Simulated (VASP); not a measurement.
V, 2 atoms in the cell. It takes space group P6_3/mmc (No. 194, hexagonal). The conventional cell has a = 2.604 Å, b = 2.604 Å, c = 4.715 Å, α = 90.00°, β = 90.00°, γ = 120.00°. V (site symmetry -6m2) has 12 V at 2.60 to 2.80 Å within 3.4 Å. 

```yaml
Program: VASP 6.6.1
Task: single point
Functional: PBE
Potentials_or_basis: VASP PAW PBE potentials, release 64 (V_sv)
Cutoff: 520 eV
k_mesh: 9 × 9 × 5
Occupations: fermi-dirac, width 0.05 eV
Spin: collinear spin, ferromagnetic start
Starting_moments: "[1.5, 1.5] μB"
Dipole_correction: no
Further_INCAR_settings: ALGO = Normal; EDIFF = 1e-07; NBANDS = 24
```

Potentials or basis: VASP PAW PBE potentials, release 64 (V_sv).

Command:

```sh
$ cat potpaw_PBE.64/V_sv/POTCAR > POTCAR
$ mpirun -np 1 vasp_std > vasp.out
```

Hardware: 1 thread of AMD EPYC 9R14 (Zen 4) (shared host).

Problem. How long does it take, and how much memory?

Solution. Wall time 33 s on 1 thread of AMD EPYC 9R14 (Zen 4), on a shared host, peak memory 0.13 GiB. Counts: scf iterations 18, k points 36.
